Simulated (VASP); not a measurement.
# Be (Fd-3m) in VASP: notebook, part 2 of 2

VASP 6.6.1. Earlier steps stand in the parts before.

**4. Density of states, PBEsol (volume scaled by 0.45)**

File POSCAR:

```
Be
1.0
    0.0000000000      1.8673520673      1.8673520673
    1.8673520673      0.0000000000      1.8673520673
    1.8673520673      1.8673520673      0.0000000000
Be
2
Direct
   -0.1250000000     -0.1250000000     -0.1250000000
    0.1250000000      0.1250000000      0.1250000000
```

File INCAR.step1:

```
ALGO = Normal ; EDIFF = 1E-6
ENCUT = 520 ; GGA = PS
GGA_COMPAT = False ; ISIF = 2
ISMEAR = -1 ; LASPH = True
LCHARG = True ; LORBIT = 11
LREAL = False ; LWAVE = False
NBANDS = 9 ; NEDOS = 2001
NELM = 120 ; PREC = Accurate
SIGMA = 0.05
```

File KPOINTS.step1:

```
k-points
0
Gamma
  15 15 15
```

File INCAR.step2:

```
ALGO = Normal ; EDIFF = 1E-6
ENCUT = 520 ; GGA = PS
GGA_COMPAT = False ; ICHARG = 11
ISIF = 2 ; ISMEAR = -5
LASPH = True ; LCHARG = False
LORBIT = 10 ; LREAL = False
LWAVE = False ; NEDOS = 2001
NELM = 120 ; PREC = Accurate
SIGMA = 0.05
```

File KPOINTS.step2:

```
k-points
0
Gamma
  23 23 23
```

Potentials or basis: VASP PAW PBE potentials, release 64 (Be).

Launch:

```sh
$ cat potpaw_PBE.64/Be/POTCAR > POTCAR
$ cp INCAR.step1 INCAR
$ cp KPOINTS.step1 KPOINTS
$ mpirun -np 1 vasp_std > vasp.out
$ cp INCAR.step2 INCAR
$ cp KPOINTS.step2 KPOINTS
$ mpirun -np 1 vasp_std > vasp.out
```

OUTCAR:

```text
EDIFF = 1E-6
   ENCUT = 520
   GGA = PS
   ICHARG = 11
   ISIF = 2
   ISMEAR = -5
   LASPH = True
   LORBIT = 10
   LREAL = False
   NELM = 120
   PREC = Accurate

 ion  position               nearest neighbor table
   1  0.875  0.875  0.875-   2 1.62   2 1.62   2 1.62   2 1.62
   2  0.125  0.125  0.125-   1 1.62   1 1.62   1 1.62   1 1.62

  LATTYP: Found a face centered cubic cell.
 ALAT       =     3.7347041346

  Lattice vectors:

 A1 = (   0.0000000000,   1.8673520673,   1.8673520673)
 A2 = (   1.8673520673,   0.0000000000,   1.8673520673)
 A3 = (   1.8673520673,   1.8673520673,   0.0000000000)

Analysis of symmetry for initial positions (statically):
=====================================================================
 Subroutine PRICEL returns:
 Original cell was already a primitive cell.

 Routine SETGRP: Setting up the symmetry group for a
 face centered cubic supercell.

 Subroutine GETGRP returns: Found 48 space group operations
 (whereof 12 operations were pure point group operations)
 out of a pool of 48 trial point group operations.

The static configuration has the point symmetry D_3d.
 The point group associated with its full space group is O_h .

Analysis of symmetry for dynamics (positions and initial velocities):
=====================================================================
 Subroutine PRICEL returns:
 Original cell was already a primitive cell.

 Routine SETGRP: Setting up the symmetry group for a
 face centered cubic supercell.

 Subroutine GETGRP returns: Found 48 space group operations
 (whereof 12 operations were pure point group operations)
 out of a pool of 48 trial point group operations.

The dynamic configuration has the point symmetry D_3d.
 The point group associated with its full space group is O_h .

 Subroutine INISYM returns: Found 48 space group operations
 (whereof 12 operations are pure point group operations),
 and found     1 'primitive' translations

----------------------------------------------------------------------------------------

                                     Primitive cell

  volume of cell :      13.0229

  direct lattice vectors                    reciprocal lattice vectors
     0.000000000  1.867352067  1.867352067    -0.267758827  0.267758827  0.267758827
     1.867352067  0.000000000  1.867352067     0.267758827 -0.267758827  0.267758827
     1.867352067  1.867352067  0.000000000     0.267758827  0.267758827 -0.267758827

  length of vectors
     2.640834619  2.640834619  2.640834619     0.463771893  0.463771893  0.463771893

  position of ions in fractional coordinates (direct lattice)
     0.875000000  0.875000000  0.875000000
     0.125000000  0.125000000  0.125000000

  ion indices of the primitive-cell ions
   primitive index   ion index
                 1           1
                 2           2

----------------------------------------------------------------------------------------

 KPOINTS: k-points

Automatic generation of k-mesh.
 Grid dimensions read from file:
 generate k-points for:   23   23   23
[... 26 lines left out ...]
  0.130435  0.000000  0.000000      8.000000
  0.173913  0.000000  0.000000      8.000000
  0.217391  0.000000  0.000000      8.000000
[... 16 lines left out ...]
  0.478261  0.043478  0.000000     24.000000
 -0.478261  0.043478  0.000000     24.000000
 [... further k-points ...]
   k-points           NKPTS =    364   k-points in BZ     NKDIM =    364   number of bands    NBANDS=      6
   number of dos      NEDOS =   2001   number of ions     NIONS =      2
   total plane-waves  NPLWV =   8000
   dimension x,y,z NGX =    20 NGY =   20 NGZ =   20
   dimension x,y,z NGXF=    40 NGYF=   40 NGZF=   40
   ions per type =               2
   NGX,Y,Z   is equivalent  to a cutoff of  12.59, 12.59, 12.59 a.u.
   NGXF,Y,Z  is equivalent  to a cutoff of  25.18, 25.18, 25.18 a.u.
 SYSTEM =  unknown system
   PREC   = accura    normal or accurate (medium, high low for compatibility)
   ISTART =      0    job   : 0-new  1-cont  2-samecut
   ICHARG =     11    charge: 1-file 2-atom 10-const
   ISPIN  =      1    spin polarized calculation?
   LNONCOLLINEAR =      F non collinear calculations
   LSORBIT =      F    spin-orbit coupling
   LASPH  =      T    aspherical Exc in radial PAW
   ENCUT  =  520.0 eV  38.22 Ry    6.18 a.u.   4.91  4.91  4.91*2*pi/ulx,y,z
   NELM   =    120;   NELMIN=  2; NELMDL=  0     # of ELM steps
   EDIFF  = 0.1E-05   stopping-criterion for ELM
   LREAL  =      F    real-space projection
   EDIFFG = 0.1E-04   stopping-criterion for IOM
   NSW    =      0    number of steps for IOM
   IBRION =     -1    ionic relax: 0-MD 1-quasi-New 2-CG
   NFREE  =      0    steps in history (QN), initial steepest desc. (CG)
   ISIF   =      2    stress and relaxation
   ISYM   =      2    0-nonsym 1-usesym 2-fastsym
   POTIM  = 0.5000    time-step for ionic-motion
   TEBEG  =    0.0;   TEEND  =   0.0 temperature during run
   PSTRESS=    0.0 pullay stress
   NELECT =       4.0000    total number of electrons
   NUPDOWN=      -1.0000    fix difference up-down
   EMIN   =  10.00;   EMAX   =-10.00  energy-range for DOS
   EFERMI =   0.00;   METHOD = LEGACY
   ISMEAR =    -5;   SIGMA  =   0.05  broadening in eV -4-tet -1-fermi 0-gaus
   EFERMI_NEDOS =   21; number of points for ismear=-14 and -15
   IALGO  =     38    algorithm
   IMIX   =      4    mixing-type and parameters
     AMIX     =   0.40;   BMIX     =  1.00
     AMIX_MAG =   1.60;   BMIX_MAG =  1.00
  volume/ion in A,a.u.               =       6.51        43.94
  Fermi-wavevector in a.u.,A,eV,Ry     =   1.104567  2.087328 16.600028  1.220068
  Thomas-Fermi vector in A             =   2.241041
   LORBIT       =     10    0 simple, 1 ext, 2 COOP (PROOUT), +10 PAW based schemes
   GGA     = PS    functional components
   LHFCALC =     F    Hartree Fock is set to
   AEXX    =    0.0000 exact exchange contribution
   IVDW    =     0    specifies the selected vdW correction
   LEPSILON=     F    determine dielectric tensor
   LRPA    =     F    only Hartree local field effects (RPA)
 non-spin polarized calculation
 Fermi weights with tetrahedron method with Bloechl corrections
  energy-cutoff  :      520.00
  volume of cell :       13.02
 maximum number of plane-waves:       361

 number of electron       4.0000000 magnetization

 Free energy of the ion-electron system (eV)
  ---------------------------------------------------
  ext. energy  EPLUGINS =         0.00000000
  ---------------------------------------------------
  free energy    TOTEN  =        -0.84514251 eV

  energy without entropy =       -0.84514251  energy(sigma->0) =       -0.84514251

 E-fermi :   7.9198     XC(G=0): -11.2051

 val. band max:        8.0297509099   @ k =  -0.1739   0.3043   0.1304
 cond. band min:       7.7440481510   @ k =  -0.2609   0.2609   0.0000
 fundamental gap:     -0.2857027589
 Fermi energy:         7.9197956869

 k-point     1 :       0.0000    0.0000    0.0000
  band No.  band energies     occupation
      1      -3.4777      2.00000
      2      16.1722      0.00000
      3      16.1722      0.00000
      4      16.1722      0.00000
      5      19.5192      0.00000
      6      19.5192      0.00000
[... 199 lines left out ...]
 k-point    24 :      -0.4783    0.0435    0.0000
  band No.  band energies     occupation
      1       0.5801      2.00000
      2       4.0067      2.00000
      3      12.6752      0.00000
      4      12.7704      0.00000
      5      20.6081      0.00000
      6      20.9598      0.00000

 [... further k-points ...]

------------------------ aborting loop because EDIFF is reached ----------------------------------------

  FORCE on cell =-STRESS in cart. coord.  units (eV):
  Direction    XX          YY          ZZ          XY          YZ          ZX
  --------------------------------------------------------------------------------------
  -------------------------------------------------------------------------------------
  Total       11.0538055     11.0538055     11.0538055      0.0000000      0.0000000      0.0000000
  in kB     1359.9213256   1359.9213256   1359.9213256      0.0000000      0.0000000      0.0000000
  external PRESSURE =    1359.9213256 kB  Pullay stress =       0.0000000 kB

 VOLUME and BASIS-vectors are now :
 -----------------------------------------------------------------------------
  energy-cutoff  :      520.00
  volume of cell :       13.02
      direct lattice vectors                 reciprocal lattice vectors
     0.000000000  1.867352067  1.867352067    -0.267758827  0.267758827  0.267758827
     1.867352067  0.000000000  1.867352067     0.267758827 -0.267758827  0.267758827
     1.867352067  1.867352067  0.000000000     0.267758827  0.267758827 -0.267758827

 POSITION                                       TOTAL-FORCE (eV/Angst)
 -----------------------------------------------------------------------------------
      3.26787      3.26787      3.26787         0.000000      0.000000      0.000000
      0.46684      0.46684      0.46684        -0.000000     -0.000000     -0.000000
 -----------------------------------------------------------------------------------
    total drift:                                0.000000      0.000000     -0.000000

  FREE ENERGIE OF THE ION-ELECTRON SYSTEM (eV)
  ---------------------------------------------------
  free  energy   TOTEN  =        -0.8451425130 eV

  energy  without entropy=       -0.8451425130  energy(sigma->0) =       -0.84514251

 total charge

# of ion       s       p       d       tot
------------------------------------------
    1        0.731   0.962   0.000   1.693
    2        0.731   0.962   0.000   1.693
--------------------------------------------------
tot          1.462   1.923   0.000   3.385
```

Wall time 16 s (1 thread of Intel Xeon 6975P-C (Granite Rapids), shared host); peak memory 0.13 GiB.

Results:

```yaml
Valence_electrons_inside_the_program's_atomic_spheres: Be 1.69
```

Caveat: the PAW data sets were made with another functional, which shifts forces and pressure a little; tetrahedron occupations give inexact forces and stress in metals.

**5. Density of states, PBEsol (volume scaled by 0.45)**

POSCAR is that of step 4.

File INCAR.step1:

```
SYSTEM = Be
  PREC = Accurate
  ENCUT = 520
  EDIFF = 1E-6
  ISMEAR = -1
  SIGMA = 0.05
  LREAL = .FALSE.
  LASPH = .TRUE.
  NELM = 120
  ALGO = Normal
  ISIF = 2
  LWAVE = .FALSE.
  LCHARG = .TRUE.
  GGA = PS
  NBANDS = 9
  GGA_COMPAT = .FALSE.
  NEDOS = 2001
  LORBIT = 11
```

File KPOINTS.step1:

```
regular mesh
0
G
  15 15 15
  0 0 0
```

File INCAR.step2:

```
SYSTEM = Be
  PREC = Accurate
  ENCUT = 520
  EDIFF = 1E-6
  ISMEAR = -5
  SIGMA = 0.05
  LREAL = .FALSE.
  LASPH = .TRUE.
  NELM = 120
  ALGO = Normal
  ISIF = 2
  LWAVE = .FALSE.
  LCHARG = .FALSE.
  GGA = PS
  LORBIT = 11
  NEDOS = 1001
  ICHARG = 11
  GGA_COMPAT = .FALSE.
```

File KPOINTS.step2:

```
regular mesh
0
G
  23 23 23
  0 0 0
```

Potentials or basis: VASP PAW PBE potentials, release 64 (Be).

Launch:

```sh
$ cat potpaw_PBE.64/Be/POTCAR > POTCAR
$ cp INCAR.step1 INCAR
$ cp KPOINTS.step1 KPOINTS
$ mpirun -np 1 vasp_std > vasp.out
$ cp INCAR.step2 INCAR
$ cp KPOINTS.step2 KPOINTS
$ mpirun -np 1 vasp_std > vasp.out
```

OUTCAR:

```text
SYSTEM = Be
   PREC = Accurate
   ENCUT = 520
   EDIFF = 1E-6
   ISMEAR = -5
   LREAL = .FALSE.
   LASPH = .TRUE.
   NELM = 120
   ISIF = 2
   GGA = PS
   LORBIT = 11
   ICHARG = 11

 ion  position               nearest neighbor table
   1  0.875  0.875  0.875-   2 1.62   2 1.62   2 1.62   2 1.62
   2  0.125  0.125  0.125-   1 1.62   1 1.62   1 1.62   1 1.62

  LATTYP: Found a face centered cubic cell.
 ALAT       =     3.7347041346

  Lattice vectors:

 A1 = (   0.0000000000,   1.8673520673,   1.8673520673)
 A2 = (   1.8673520673,   0.0000000000,   1.8673520673)
 A3 = (   1.8673520673,   1.8673520673,   0.0000000000)

Analysis of symmetry for initial positions (statically):
=====================================================================
 Subroutine PRICEL returns:
 Original cell was already a primitive cell.

 Routine SETGRP: Setting up the symmetry group for a
 face centered cubic supercell.

 Subroutine GETGRP returns: Found 48 space group operations
 (whereof 12 operations were pure point group operations)
 out of a pool of 48 trial point group operations.

The static configuration has the point symmetry D_3d.
[... 176 lines left out ...]
      4      16.1722      0.00000
      5      19.5192      0.00000
      6      19.5192      0.00000
[... 199 lines left out ...]
 k-point    24 :      -0.4783    0.0435    0.0000
  band No.  band energies     occupation
      1       0.5801      2.00000
      2       4.0067      2.00000
      3      12.6752      0.00000
      4      12.7704      0.00000
      5      20.6081      0.00000
      6      20.9598      0.00000

 [... further k-points ...]

------------------------ aborting loop because EDIFF is reached ----------------------------------------

  FORCE on cell =-STRESS in cart. coord.  units (eV):
  Direction    XX          YY          ZZ          XY          YZ          ZX
  --------------------------------------------------------------------------------------
  -------------------------------------------------------------------------------------
  Total       11.0538055     11.0538055     11.0538055      0.0000000     -0.0000000      0.0000000
  in kB     1359.9213257   1359.9213257   1359.9213257      0.0000000     -0.0000000      0.0000000
  external PRESSURE =    1359.9213257 kB  Pullay stress =       0.0000000 kB

 VOLUME and BASIS-vectors are now :
 -----------------------------------------------------------------------------
  energy-cutoff  :      520.00
  volume of cell :       13.02
      direct lattice vectors                 reciprocal lattice vectors
     0.000000000  1.867352067  1.867352067    -0.267758827  0.267758827  0.267758827
     1.867352067  0.000000000  1.867352067     0.267758827 -0.267758827  0.267758827
     1.867352067  1.867352067  0.000000000     0.267758827  0.267758827 -0.267758827

 POSITION                                       TOTAL-FORCE (eV/Angst)
 -----------------------------------------------------------------------------------
      3.26787      3.26787      3.26787         0.000000      0.000000      0.000000
      0.46684      0.46684      0.46684        -0.000000     -0.000000     -0.000000
 -----------------------------------------------------------------------------------
    total drift:                                0.000000      0.000000     -0.000000

  FREE ENERGIE OF THE ION-ELECTRON SYSTEM (eV)
  ---------------------------------------------------
  free  energy   TOTEN  =        -0.8451425126 eV

  energy  without entropy=       -0.8451425126  energy(sigma->0) =       -0.84514251

 total charge

# of ion       s       p       d       tot
------------------------------------------
    1        0.731   0.962   0.000   1.693
    2        0.731   0.962   0.000   1.693
--------------------------------------------------
tot          1.462   1.923   0.000   3.385
```

It took 13 s on 1 thread of Intel Xeon 6975P-C (Granite Rapids), shared host; peak memory 0.13 GiB.

What came out:

* Valence electrons inside the program's atomic spheres: Be 1.69

Caveat: the PAW data sets were made with another functional, which shifts forces and pressure a little; tetrahedron occupations give inexact forces and stress in metals.
